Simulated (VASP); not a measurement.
# Ti2C (R-3m) in VASP: single point with r2SCAN

Aim: the single point of Ti2C with r2SCAN.

All numbers are computed with VASP 6.6.1; they aren't measurements. Logs are shortened: lines on timing, memory, paths and dates and some standing lists are left out, and cuts for length are marked.

### Step 1. The cell of the first run

Symmetry: R-3m, No. 166, trigonal system. Conventional cell: a = 3.078 Å, b = 3.078 Å, c = 14.101 Å, α = 90.00°, β = 90.00°, γ = 120.00°. Ti (site symmetry 3m) has 3 C at 2.09 Å and 3 Ti at 2.84 Å within 2.9 Å. Within 2.8 Å of C (site symmetry -3m) lie 6 Ti at 2.09 Å.

### Step 2. Single point, r2SCAN (strain +0.000 along x and y, -0.025 along z)

File POSCAR:

```
Ti2C
1.0
    1.5389798857      0.8885304513      4.7003350521
   -1.5389798857      0.8885304513      4.7003350521
    0.0000000000     -1.7770609026      4.7003350521
Ti C
2 1
Direct
    0.2452135240      0.2452135240      0.2452135240
    0.7547864760      0.7547864760      0.7547864760
    0.5000000000      0.5000000000      0.5000000000
```

File INCAR.step1:

```
  PREC = Accurate
  ENCUT = 520
  ISMEAR = 0
  SIGMA = 0.15
  LREAL = False
  LASPH = True
  NELM = 80
  NBANDS = 21
  GGA = PE
  ALGO = Normal
  EDIFF = 1E-4
  LWAVE = True
  LCHARG = False
```

File INCAR.step2:

```
  PREC = Accurate
  ENCUT = 520
  EDIFF = 1E-7
  ISMEAR = 0
  SIGMA = 0.15
  LREAL = False
  LASPH = True
  NELM = 80
  ALGO = Normal
  ISIF = 2
  LWAVE = False
  LCHARG = False
  METAGGA = R2SCAN
  LMIXTAU = True
  NBANDS = 21
  ISTART = 1
```

File KPOINTS:

```
regular mesh
0
Gamma
  18 18 18
```

Potentials or basis: VASP PAW PBE potentials, release 64 (Ti_sv, C).

Launch:

```
> cat potpaw_PBE.64/Ti_sv/POTCAR potpaw_PBE.64/C/POTCAR > POTCAR
> cp INCAR.step1 INCAR
> mpirun -np 1 vasp_std > vasp.out
> cp INCAR.step2 INCAR
> mpirun -np 1 vasp_std > vasp.out
```

OUTCAR:

```text
PREC = Accurate
   ENCUT = 520
   EDIFF = 1E-7
   ISMEAR = 0
   LREAL = False
   LASPH = True
   NELM = 80
   ISIF = 2
   METAGGA = R2SCAN
   ISTART = 1

 ion  position               nearest neighbor table
   1  0.245  0.245  0.245-   3 2.09   3 2.09   3 2.09   2 2.84   2 2.84   2 2.84
   2  0.755  0.755  0.755-   3 2.09   3 2.09   3 2.09   1 2.84   1 2.84   1 2.84
   3  0.500  0.500  0.500-   1 2.09   1 2.09   2 2.09   2 2.09   1 2.09   2 2.09

  LATTYP: Found a trigonal (rhomboedric) cell.
 ALAT       =     5.0250467713
 COS(alpha) =     0.8124074157

  Lattice vectors:

 A1 = (   1.5389798857,   0.8885304513,   4.7003350521)
 A2 = (  -1.5389798857,   0.8885304513,   4.7003350521)
 A3 = (   0.0000000000,  -1.7770609026,   4.7003350521)

Analysis of symmetry for initial positions (statically):
=====================================================================
 Subroutine PRICEL returns:
 Original cell was already a primitive cell.

 Routine SETGRP: Setting up the symmetry group for a
 trigonal (rhombohedral) supercell.

 Subroutine GETGRP returns: Found 12 space group operations
 (whereof 12 operations were pure point group operations)
 out of a pool of 12 trial point group operations.

The static configuration has the point symmetry D_3d.

Analysis of symmetry for dynamics (positions and initial velocities):
=====================================================================
 Subroutine PRICEL returns:
 Original cell was already a primitive cell.

 Routine SETGRP: Setting up the symmetry group for a
 trigonal (rhombohedral) supercell.

 Subroutine GETGRP returns: Found 12 space group operations
 (whereof 12 operations were pure point group operations)
 out of a pool of 12 trial point group operations.

The dynamic configuration has the point symmetry D_3d.

 Subroutine INISYM returns: Found 12 space group operations
 (whereof 12 operations are pure point group operations),
 and found     1 'primitive' translations

----------------------------------------------------------------------------------------

                                     Primitive cell

  volume of cell :      38.5643

  direct lattice vectors                    reciprocal lattice vectors
     1.538979886  0.888530451  4.700335052     0.324890536  0.187575638  0.070916930
    -1.538979886  0.888530451  4.700335052    -0.324890536  0.187575638  0.070916930
     0.000000000 -1.777060903  4.700335052     0.000000000 -0.375151277  0.070916930

  length of vectors
     5.025046771  5.025046771  5.025046771     0.381795353  0.381795353  0.381795353

  position of ions in fractional coordinates (direct lattice)
     0.245213524  0.245213524  0.245213524
     0.754786476  0.754786476  0.754786476
     0.500000000  0.500000000  0.500000000

  ion indices of the primitive-cell ions
   primitive index   ion index
                 1           1
                 2           2
                 3           3

----------------------------------------------------------------------------------------

 KPOINTS: regular mesh

Automatic generation of k-mesh.
 Grid dimensions read from file:
 generate k-points for:   18   18   18

 Generating k-lattice:

  Cartesian coordinates                     Fractional coordinates (reciprocal lattice)
     0.018049474  0.010420869  0.003939829     0.055555556  0.000000000 -0.000000000
    -0.018049474  0.010420869  0.003939829     0.000000000  0.055555556 -0.000000000
     0.000000000 -0.020841738  0.003939829    -0.000000000 -0.000000000  0.055555556

  Length of vectors
     0.021210853  0.021210853  0.021210853

  Shift w.r.t. Gamma in fractional coordinates (k-lattice)
     0.000000000  0.000000000  0.000000000

 Subroutine IBZKPT returns following result:
 ===========================================

 Found    580 irreducible k-points:

 Following reciprocal coordinates:
            Coordinates               Weight
  0.000000  0.000000  0.000000      1.000000
  0.055556 -0.000000  0.000000      6.000000
  0.111111 -0.000000  0.000000      6.000000
  0.166667  0.000000 -0.000000      6.000000
  0.222222  0.000000 -0.000000      6.000000
  0.277778 -0.000000  0.000000      6.000000
[... 16 lines left out ...]
 -0.277778  0.055556  0.000000     12.000000
 -0.222222  0.055556  0.000000     12.000000
 [... further k-points ...]
   k-points           NKPTS =    580   k-points in BZ     NKDIM =    580   number of bands    NBANDS=     21
   number of dos      NEDOS =    301   number of ions     NIONS =      3
   total plane-waves  NPLWV =  64000
   dimension x,y,z NGX =    40 NGY =   40 NGZ =   40
   dimension x,y,z NGXF=    80 NGYF=   80 NGZF=   80
   ions per type =               2   1
   NGX,Y,Z   is equivalent  to a cutoff of  13.23, 13.23, 13.23 a.u.
   NGXF,Y,Z  is equivalent  to a cutoff of  26.47, 26.47, 26.47 a.u.
 SYSTEM =  unknown system
   PREC   = accura    normal or accurate (medium, high low for compatibility)
   ISTART =      1    job   : 0-new  1-cont  2-samecut
   ICHARG =      0    charge: 1-file 2-atom 10-const
   ISPIN  =      1    spin polarized calculation?
   LNONCOLLINEAR =      F non collinear calculations
   LSORBIT =      F    spin-orbit coupling
   LASPH  =      T    aspherical Exc in radial PAW
   ENCUT  =  520.0 eV  38.22 Ry    6.18 a.u.   9.34  9.34  9.34*2*pi/ulx,y,z
   NELM   =     80;   NELMIN=  2; NELMDL=  0     # of ELM steps
   EDIFF  = 0.1E-06   stopping-criterion for ELM
   LREAL  =      F    real-space projection
   EDIFFG = 0.1E-05   stopping-criterion for IOM
   NSW    =      0    number of steps for IOM
   IBRION =     -1    ionic relax: 0-MD 1-quasi-New 2-CG
   NFREE  =      0    steps in history (QN), initial steepest desc. (CG)
   ISIF   =      2    stress and relaxation
   ISYM   =      2    0-nonsym 1-usesym 2-fastsym
   POTIM  = 0.5000    time-step for ionic-motion
   TEBEG  =    0.0;   TEEND  =   0.0 temperature during run
   PSTRESS=    0.0 pullay stress
   NELECT =      28.0000    total number of electrons
   NUPDOWN=      -1.0000    fix difference up-down
   EMIN   =  10.00;   EMAX   =-10.00  energy-range for DOS
   EFERMI =   0.00;   METHOD = LEGACY
   ISMEAR =     0;   SIGMA  =   0.15  broadening in eV -4-tet -1-fermi 0-gaus
   EFERMI_NEDOS =   21; number of points for ismear=-14 and -15
   IALGO  =     38    algorithm
   IMIX   =      4    mixing-type and parameters
     AMIX     =   0.40;   BMIX     =  1.00
     AMIX_MAG =   1.60;   BMIX_MAG =  1.00
  volume/ion in A,a.u.               =      12.85        86.75
  Fermi-wavevector in a.u.,A,eV,Ry     =   1.471406  2.780553 29.457081  2.165034
  Thomas-Fermi vector in A             =   2.586545
   LORBIT       =      0    0 simple, 1 ext, 2 COOP (PROOUT), +10 PAW based schemes
   METAGGA = R2SCAN    functional components
   LHFCALC =     F    Hartree Fock is set to
   AEXX    =    0.0000 exact exchange contribution
   IVDW    =     0    specifies the selected vdW correction
   LEPSILON=     F    determine dielectric tensor
   LRPA    =     F    only Hartree local field effects (RPA)
 non-spin polarized calculation
 Gauss-broadening in eV      SIGMA  =   0.15
  energy-cutoff  :      520.00
  volume of cell :       38.56
 maximum number of plane-waves:      1058
 NGX is ok and might be reduce to    40
   NGX = 19   NGY = 19   NGZ = 19

 number of electron      27.9999999 magnetization

 Free energy of the ion-electron system (eV)
  ---------------------------------------------------
  ext. energy  EPLUGINS =         0.00000000
  ---------------------------------------------------
  free energy    TOTEN  =       -38.02914814 eV

  energy without entropy =      -38.00907776  energy(sigma->0) =      -38.01911295

 E-fermi :   8.7507     XC(G=0): -12.8630

 val. band max:        8.7503849958   @ k =   0.3889   0.1111   0.0000
 cond. band min:       8.7512927957   @ k =  -0.3889   0.2778   0.2222
 fundamental gap:      0.0009077999
 Fermi energy:         8.7506949217

 k-point     1 :       0.0000    0.0000    0.0000
  band No.  band energies     occupation
      1     -50.3513      2.00000
      2     -50.2241      2.00000
      3     -25.9266      2.00000
      4     -25.3600      2.00000
      5     -25.3600      2.00000
      6     -25.2661      2.00000
[... 13 lines left out ...]
     20      12.0946      0.00000
     21      13.2224      0.00000

 k-point     2 :       0.0556   -0.0000    0.0000
  band No.  band energies     occupation
      1     -50.3489      2.00000
      2     -50.2237      2.00000
      3     -25.9206      2.00000
      4     -25.3714      2.00000
      5     -25.3626      2.00000
      6     -25.2773      2.00000
[... 13 lines left out ...]
     20      12.1074      0.00000
     21      13.2888      0.00000

 k-point     3 :       0.1111   -0.0000    0.0000
  band No.  band energies     occupation
      1     -50.3421      2.00000
      2     -50.2224      2.00000
      3     -25.9029      2.00000
      4     -25.4036      2.00000
      5     -25.3701      2.00000
      6     -25.3092      2.00000
[... 13 lines left out ...]
     20      12.1628      0.00000
     21      13.4487      0.00000

 k-point     4 :       0.1667    0.0000   -0.0000
  band No.  band energies     occupation
      1     -50.3314      2.00000
      2     -50.2208      2.00000
      3     -25.8748      2.00000
      4     -25.4521      2.00000
      5     -25.3816      2.00000
      6     -25.3571      2.00000
[... 13 lines left out ...]
     20      12.2761      0.00000
     21      13.6715      0.00000

 k-point     5 :       0.2222    0.0000   -0.0000
  band No.  band energies     occupation
      1     -50.3176      2.00000
      2     -50.2194      2.00000
      3     -25.8389      2.00000
      4     -25.5109      2.00000
      5     -25.4138      2.00000
      6     -25.3956      2.00000
[... 13 lines left out ...]
     20      12.3948      0.00000
     21      14.0038      0.00000

 k-point     6 :       0.2778   -0.0000    0.0000
  band No.  band energies     occupation
      1     -50.3020      2.00000
      2     -50.2188      2.00000
      3     -25.7988      2.00000
      4     -25.5725      2.00000
      5     -25.4706      2.00000
      6     -25.4105      2.00000
[... 13 lines left out ...]
     20      12.4460      0.00000
     21      14.3732      0.00000

 k-point     7 :       0.3333    0.0000    0.0000
  band No.  band energies     occupation
      1     -50.2857      2.00000
      2     -50.2199      2.00000
      3     -25.7615      2.00000
      4     -25.6282      2.00000
      5     -25.5174      2.00000
      6     -25.4244      2.00000
[... 13 lines left out ...]
     20      12.4388      0.00000
     21      14.0451      0.00000
[... 291 lines left out ...]
      1     -50.2527      2.00000
      2     -50.2295      2.00000
      3     -25.7429      2.00000
      4     -25.6886      2.00000
      5     -25.5305      2.00000
      6     -25.4828      2.00000
[... 13 lines left out ...]
     20      12.6491      0.00000
     21      12.8061      0.00000

 k-point    21 :      -0.3889    0.0556    0.0000
  band No.  band energies     occupation
      1     -50.2636      2.00000
      2     -50.2240      2.00000
      3     -25.7361      2.00000
      4     -25.6824      2.00000
      5     -25.5467      2.00000
      6     -25.4579      2.00000
[... 13 lines left out ...]
     20      12.5908      0.00000
     21      13.2476      0.00000

 k-point    22 :      -0.3333    0.0556    0.0000
  band No.  band energies     occupation
      1     -50.2780      2.00000
      2     -50.2199      2.00000
      3     -25.7491      2.00000
      4     -25.6524      2.00000
      5     -25.5380      2.00000
      6     -25.4392      2.00000
[... 13 lines left out ...]
     20      12.5464      0.00000
     21      13.7859      0.00000

 k-point    23 :      -0.2778    0.0556    0.0000
  band No.  band energies     occupation
      1     -50.2938      2.00000
      2     -50.2179      2.00000
      3     -25.7819      2.00000
      4     -25.6014      2.00000
      5     -25.5046      2.00000
      6     -25.4217      2.00000
[... 13 lines left out ...]
     20      12.5475      0.00000
     21      14.2032      0.00000

 k-point    24 :      -0.2222    0.0556    0.0000
  band No.  band energies     occupation
      1     -50.3096      2.00000
      2     -50.2179      2.00000
      3     -25.8210      2.00000
      4     -25.5411      2.00000
      5     -25.4582      2.00000
      6     -25.4019      2.00000
[... 13 lines left out ...]
     20      12.5155      0.00000
     21      14.0635      0.00000

 [... further k-points ...]

------------------------ aborting loop because EDIFF is reached ----------------------------------------

  FORCE on cell =-STRESS in cart. coord.  units (eV):
  Direction    XX          YY          ZZ          XY          YZ          ZX
  --------------------------------------------------------------------------------------
  -------------------------------------------------------------------------------------
  Total        0.9478537      0.9478537      2.2965368      0.0000000      0.0000000      0.0000000
  in kB       39.3791715     39.3791715     95.4110490      0.0000000      0.0000000      0.0000000
  external PRESSURE =      58.0564640 kB  Pullay stress =       0.0000000 kB

 VOLUME and BASIS-vectors are now :
 -----------------------------------------------------------------------------
  energy-cutoff  :      520.00
  volume of cell :       38.56
      direct lattice vectors                 reciprocal lattice vectors
     1.538979886  0.888530451  4.700335052     0.324890536  0.187575638  0.070916930
    -1.538979886  0.888530451  4.700335052    -0.324890536  0.187575638  0.070916930
     0.000000000 -1.777060903  4.700335052     0.000000000 -0.375151277  0.070916930

 POSITION                                       TOTAL-FORCE (eV/Angst)
 -----------------------------------------------------------------------------------
      0.00000      0.00000      3.45776        -0.000000     -0.000000      0.514144
      0.00000      0.00000     10.64325        -0.000000      0.000000     -0.514144
      0.00000      0.00000      7.05050         0.000000      0.000000      0.000000
 -----------------------------------------------------------------------------------
    total drift:                                0.000000     -0.000000      0.000000

  FREE ENERGIE OF THE ION-ELECTRON SYSTEM (eV)
  ---------------------------------------------------
  free  energy   TOTEN  =       -38.0291481424 eV

  energy  without entropy=      -38.0090777554  energy(sigma->0) =      -38.01911295
```

Run time: 1.8 h. Hardware: 1 thread of Intel Xeon 8259CL, shared host; peak memory 0.59 GiB.

Results:

| Item | Value |
| --- | --- |
| Free energy | -38.0291 eV |
| Pressure | 5.8 GPa |
| Largest force | 0.514 eV/Å |
| Band gap on the k mesh | zero (bands 14 and 15 overlap by 1.14 eV) |

Forces in eV/Å, atoms in the order of the input:
```
Ti   0.000  0.000  0.514
Ti   0.000  0.000 -0.514
C    0.000  0.000  0.000
```

Caveat: the cell differs from its parent crystal (strain +0.000 along x and y, -0.025 along z); the cell stands under pressure; the PAW data sets were made with another functional, which shifts forces and pressure a little.
